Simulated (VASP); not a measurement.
Crystal: HfCuSi3.

```xyz
5
Lattice="3.7561 0.0000 0.0000 0.0000 3.7561 0.0000 0.0000 0.0000 5.8329" Properties=species:S:1:pos:R:3 pbc="T T T"
Hf    0.0000    0.0000    0.1121
Si    1.8780    1.8780    0.2240
Si    0.0000    1.8780    2.2059
Si    1.8780    0.0000    2.2059
Cu    1.8780    1.8780    3.7681
```

```yaml
Program: VASP 6.6.1
Task: relaxation of cell and atoms
Functional: PBE
Potentials_or_basis: VASP PAW PBE potentials, release 64 (Hf_pv, Si, Cu)
Cutoff: 600 eV
k_mesh: 10 × 10 × 6
Occupations: gaussian, width 0.1 eV
Spin: no spin polarisation
```

At the start: pressure -0.1 GPa; volume 16.46 Å³/atom.

**Question.** How do energy, volume and symmetry change on relaxing?

**Answer.** Over 19 steps the energy falls by 4.8 meV/atom and the volume is 16.60 Å³/atom (+0.9 %); space group P4mm (No. 99, to 0.1 Å) before and after.

Step by step:
| step | energy change (eV) | largest force (eV/Å) | pressure (GPa) | volume (Å³) |
| --- | --- | --- | --- | --- |
| 1 | 0.0000 | 0.3240 | -0.06 | 82.29 |
| 2 | -0.0156 | 0.1838 | -0.20 | 82.21 |
| 3 | -0.0189 | 0.1812 | -0.25 | 82.15 |
| 4 | -0.0205 | 0.0403 | 0.24 | 81.79 |
| 5 | -0.0205 | 0.0442 | 0.22 | 81.80 |
| 6 | -0.0210 | 0.0521 | -0.06 | 82.03 |
| 7 | -0.0210 | 0.0542 | -0.07 | 82.06 |
| 8 | -0.0215 | 0.0457 | -0.03 | 82.10 |
| 9 | -0.0221 | 0.0394 | 0.05 | 82.17 |
| 10 | -0.0218 | 0.1549 | 0.24 | 82.32 |
| 11 | -0.0222 | 0.0799 | 0.12 | 82.23 |
| 12 | -0.0225 | 0.0705 | 0.06 | 82.32 |
| 13 | -0.0230 | 0.0412 | -0.06 | 82.58 |
| 14 | -0.0233 | 0.0199 | -0.29 | 83.12 |
| 15 | -0.0233 | 0.0081 | -0.24 | 82.98 |
| 16 | -0.0236 | 0.0125 | -0.12 | 82.98 |
| 17 | -0.0237 | 0.0182 | 0.03 | 82.97 |
| 18 | -0.0237 | 0.0192 | 0.05 | 82.97 |
| 19 | -0.0238 | 0.0089 | 0.04 | 83.01 |

Final structure:
```
CELL_PARAMETERS angstrom
3.71282 0.00000 0.00000
0.00000 3.71282 0.00000
0.00000 0.00000 6.02166
ATOMIC_POSITIONS crystal
Hf 0.00000 0.00000 0.02644
Si 0.50000 0.50000 0.02340
Si 0.00000 0.50000 0.38348
Si 0.50000 0.00000 0.38348
Cu 0.50000 0.50000 0.64321
```
